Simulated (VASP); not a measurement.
Runs of VASP 6.6.1 on Cu. The structure is that of space group Fm-3m (No. 225), or close to it. The cells are those of the table. 

```tsv
cell	further INCAR settings	gap on the mesh (eV)	pressure (GPa)
a = 2.551, b = 2.551, c = 2.583 Å, angles 59.6, 59.6, 60.8°, 1 atom	ALGO = Fast; EDIFF = 1e-06; NBANDS = 12	none	-6.7
a = 2.551, b = 2.551, c = 2.520 Å, angles 60.4, 60.4, 59.2°, 1 atom	ALGO = Fast; EDIFF = 1e-07; NBANDS = 12	none	(b)
a = 2.553, b = 2.553, c = 2.457 Å, angles 61.2, 61.2, 57.5°, 1 atom	ALGO = Fast; EDIFF = 1e-06; NBANDS = 12	none	1.3
a = 2.520, b = 2.520, c = 2.457 Å, angles 60.8, 60.8, 58.3°, 1 atom	ALGO = Fast; EDIFF = 1e-06; NBANDS = 12	none	5.6
a = 2.614, b = 2.614, c = 2.646 Å, angles 59.6, 59.6, 60.8°, 1 atom	ALGO = Fast; EDIFF = 1e-06; NBANDS = 12	none	(a)
```

Alike in all rows: task single point; level PBEsol; potentials or basis VASP PAW PBE potentials, release 64 (Cu); no spin polarisation; k mesh 28 × 28 × 28; cutoff (eV) 520; smearing gaussian 0.15 eV.

Q: Estimate the missing entries.

A: (a) -14.4; (b) -3.1.

Caveats: the PAW data sets were made with another functional, which shifts forces and pressure a little.

A gap of «none» marks levels without a gap at the run's occupations.
